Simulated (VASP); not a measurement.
HfB, 2 atoms in the cell. Symmetry: Fm-3m, No. 225, cubic system. Conventional cell: a = 4.620 Å, b = 4.620 Å, c = 4.620 Å, α = 90.00°, β = 90.00°, γ = 90.00°. Within 3.1 Å of Hf (site symmetry m-3m) lie 6 B at 2.31 Å. Within 3.1 Å of B (site symmetry m-3m) lie 6 Hf at 2.31 Å. 

```yaml
Program: VASP 6.6.1
Task: relaxation of cell and atoms
Functional: r2SCAN
Potentials_or_basis: VASP PAW PBE potentials, release 64 (Hf_pv, B)
Cutoff: 600 eV
k_mesh: 10 × 10 × 10
Occupations: fermi-dirac, width 0.05 eV
Spin: no spin polarisation
Hubbard_terms: Hf d U = 6.0 eV
Dipole_correction: no
Further_INCAR_settings: ALGO = Normal; EDIFF = 1e-06; IBRION = 2; EDIFFG = -0.01; NSW = 60; ISIF = 3
```

Potentials or basis: VASP PAW PBE potentials, release 64 (Hf_pv, B).

Launch:

```sh
$ cat potpaw_PBE.64/Hf_pv/POTCAR potpaw_PBE.64/B/POTCAR > POTCAR
$ cp INCAR.step1 INCAR
$ mpirun -np 1 vasp_std > vasp.out
$ cp INCAR.step2 INCAR
$ mpirun -np 1 vasp_std > vasp.out
```

Hardware: 1 thread of Intel(R) Xeon(R) 6975P-C (Granite Rapids), on a shared host.

Problem. Estimate the wall time of this run.

Solution. It took 9 min on 1 thread of Intel(R) Xeon(R) 6975P-C (Granite Rapids), with other jobs on the host, peak memory 0.19 GiB. Counts: k points 47, ion steps 17.
